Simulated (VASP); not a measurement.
Set up this calculation in VASP 6.6.1, as the native input.

| Item | Value |
| --- | --- |
| Task | relaxation of cell and atoms |
| Functional | PBE |
| Potentials or basis | VASP PAW PBE potentials, release 64 (K_sv, Si) |
| Cutoff | 600 eV |
| k mesh | 12 × 12 × 12 |
| Occupations | gaussian, width 0.1 eV |
| Spin | no spin polarisation |
| Dipole correction | no |
| Further INCAR settings | ALGO = Normal; EDIFF = 1e-06; IBRION = 2; EDIFFG = -0.01; NSW = 100; ISIF = 3 |

The structure of KSi3 lies in POSCAR:

```
KSi3
1.0
    0.0000000000      3.4557440300      3.4557440300
    3.4557440300      0.0000000000      3.4557440300
    3.4557440300      3.4557440300      0.0000000000
K Si
1 3
Direct
    0.0000000000      0.0000000000      0.0000000000
    0.2500000000      0.2500000000      0.2500000000
    0.7500000000      0.7500000000      0.7500000000
    0.5000000000      0.5000000000      0.5000000000
```

The input as run:

INCAR

```
PREC = Accurate ; ENCUT = 600
EDIFF = 1E-6 ; ISMEAR = 0
SIGMA = 0.1 ; LREAL = F
LASPH = T ; NELM = 80
ALGO = Normal ; ISIF = 3
LWAVE = F ; LCHARG = F
GGA = PE ; IBRION = 2
NSW = 100 ; EDIFFG = -0.01
```

KPOINTS

```
regular mesh
0
Gamma
  12 12 12
```

Potentials or basis: VASP PAW PBE potentials, release 64 (K_sv, Si).

Command:

```sh
$ cat potpaw_PBE.64/K_sv/POTCAR potpaw_PBE.64/Si/POTCAR > POTCAR
$ mpirun -np 1 vasp_std > vasp.out
```

It gave:

```
Relaxed volume                         : 20.29 Å³/atom
Relaxed cell                           : a = 4.860 Å, b = 4.860 Å, c = 4.860 Å, α = 60.00°, β = 60.00°, γ = 60.00°
Space group after relaxing (to 0.05 Å) : Fm-3m (No. 225)
Energy gained by relaxing              : 0.7 meV/atom
Ionic steps                            : 3
Pressure after relaxing                : 0.0 GPa
```

It took 110 s on 1 thread of AMD EPYC 9R45 96-Core Processor (Zen 5), on a shared host, peak memory 0.28 GiB.
